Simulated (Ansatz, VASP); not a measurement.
Two plane-wave programs on TiC

```
Ti C
1.0
     0.00000    2.14669    2.14669
     2.14669    0.00000    2.14669
     2.14669    2.14669    0.00000
Ti C
1 1
Cartesian
  0.0000 0.0000 0.0000
  2.1467 2.1467 2.1467
```

Alike in both runs: task relaxation of cell and atoms; functional PBEsol; k mesh 16 × 16 × 16; occupations fermi-dirac, width 0.15 eV; no spin polarisation.

|  | VASP | Ansatz |
| --- | --- | --- |
| version | VASP 6.6.1 | Ansatz 0.2.0 |
| potentials or method | VASP PAW PBE potentials, release 64 (Ti_sv, C), cutoff 600 eV | scalar-relativistic, plane waves, PAW |
| valence electrons in the cell | 16 | 16 |

Ansatz gave:

| Item | Value |
| --- | --- |
| gap on the k mesh at the Fermi level, each at its own relaxed structure (eV) | none |
| relaxed volume (Å³/atom) | 9.89 |
| relaxed length of the cell vector where the two differ most in proportion (Å) | 3.036 |

Estimate VASP's values.

gap on the k mesh at the Fermi level, each at its own relaxed structure (eV): none; relaxed volume (Å³/atom): 9.90; relaxed length of the cell vector where the two differ most in proportion (Å): 3.037.

VASP's potentials were made for PBE, not for PBEsol. A gap of «none» marks a metal or a gap that the smearing closes.
